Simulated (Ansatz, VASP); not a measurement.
# GaN: VASP beside Ansatz

File POSCAR:

```
GaN
1.0
    0.0000000000      2.2039734903      2.2039734903
    2.2039734903      0.0000000000      2.2039734903
    2.2039734903      2.2039734903      0.0000000000
Ga N
1 1
Direct
    0.0000000000      0.0000000000      0.0000000000
    0.2500000000      0.2500000000      0.2500000000
```

INCAR.step1

```
SYSTEM = GaN
PREC = Accurate
ENCUT = 520
EDIFF = 1E-5
ISMEAR = 0
SIGMA = 0.01
LREAL = .False.
LASPH = .True.
NELM = 100
ALGO = Normal
ISIF = 2
LWAVE = .True.
GGA = PE
NBANDS = 16
```

File INCAR.step2:

```
SYSTEM = GaN
PREC = Accurate
ENCUT = 520
EDIFF = 1E-7
ISMEAR = 0
SIGMA = 0.01
LREAL = .False.
LASPH = .True.
NELM = 100
ALGO = Normal
ISIF = 2
LWAVE = .False.
LCHARG = .True.
GGA = PE
LHFCALC = .True.
HFSCREEN = 0.2079
PRECFOCK = Normal
LELF = .True.
LVHAR = .True.
ISTART = 1
NBANDS = 16
```

Contents of KPOINTS:

```
Automatic mesh
0
Gamma
  6 6 6
  0 0 0
```

Input for Ansatz:

```yaml
crystal:
  lattice:
    - [0.0, 2.2039734903, 2.2039734903]
    - [2.2039734903, 0.0, 2.2039734903]
    - [2.2039734903, 2.2039734903, 0.0]
  atoms:
    - { symbol: Ga, position: [0.0, 0.0, 0.0] }
    - { symbol: "N", position: [0.25, 0.25, 0.25] }
kpoints:
  mp_grid: { grid: [6, 6, 6] }
  band_path:
    path:
      - [0.0, 0.0, 0.0]
      - [-0.5, -0.5, 0.0]
      - [-0.375, -0.375, 0.25]
      - [-0.375, 0.0, 0.375]
      - [0.0, 0.0, 0.5]
      - [-0.5, -0.25, 0.25]
    npoints: 1
hamiltonian:
  xc: hse06
scf:
  occupations: { method: fixed }
  n_extra_bands: 4
output:
  forces: true
  stress: true
  eigenvalues: true
  write_density: true
  write_potential: true
  elf: true
  volumetric_format: npy
```

Change from the starting cell: hydrostatic strain -2.0%.

Alike in both runs: task single point; functional HSE06; k mesh 6 × 6 × 6; no spin polarisation.

```csv
,VASP,Ansatz
version,VASP 6.6.1,Ansatz 0.2.0
potentials or method,"VASP PAW PBE potentials, release 64 (Ga_d, N)","plane waves, PAW"
plane-wave cutoff (eV),520,420
occupations,"gaussian, width 0.01 eV",fixed
valence electrons in the cell,18,18
```

VASP gave:

```
gap on the k mesh at the Fermi level (eV) : 3.47
pressure (GPa)                            : 13.4
```

**Question.** Which values does Ansatz return?

**Answer.** gap on the k mesh at the Fermi level (eV): 3.45; pressure (GPa): 13.7.

Ansatz's warnings: stress exchange threshold loose, stress scf threshold loose.
